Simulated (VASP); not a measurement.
Here is a VASP 6.6.1 calculation.

The input INCAR:

```
SYSTEM = Sb
PREC = Accurate
ENCUT = 500
EDIFF = 1E-6
ISMEAR = 0
SIGMA = 0.01
LREAL = .FALSE.
LASPH = .TRUE.
NELM = 120
ALGO = Normal
ISIF = 2
LWAVE = .FALSE.
LCHARG = .FALSE.
GGA = PE
NBANDS = 38
GGA_COMPAT = .FALSE.
```

File KPOINTS:

```
regular mesh
0
G
  12 12 4
  0 0 0
```

The input POSCAR:

```
Sb
1.0
    4.2524400993      0.0000000000      0.0000000000
   -2.1262200496      3.6827211540      0.0000000000
    0.0000000000      0.0000000000      9.7057659728
Sb
4
Direct
    0.0000000000      0.0000000000      0.7892076523
    0.0000000000      0.0000000000      0.2107923477
    0.3333333333      0.6666666667      0.6269889138
    0.6666666667      0.3333333333      0.3730110862
```

Potentials or basis: VASP PAW PBE potentials, release 64 (Sb_d_GW).

Command:

```sh
$ cat potpaw_PBE.64/Sb_d_GW/POTCAR > POTCAR
$ mpirun -np 1 vasp_std > vasp.out
```

Predict the band gap on the k mesh.

zero (bands 30 and 31 overlap by 0.31 eV).

Predict the pressure.

0.0 GPa.

Forces on the atoms (eV/Å):
```
Sb   0.000  0.000  0.000
Sb   0.000  0.000  0.000
Sb   0.000  0.000 -0.003
Sb   0.000  0.000  0.003
```

Caveat: spin-orbit coupling is left out, which moves the levels of the heavy elements.
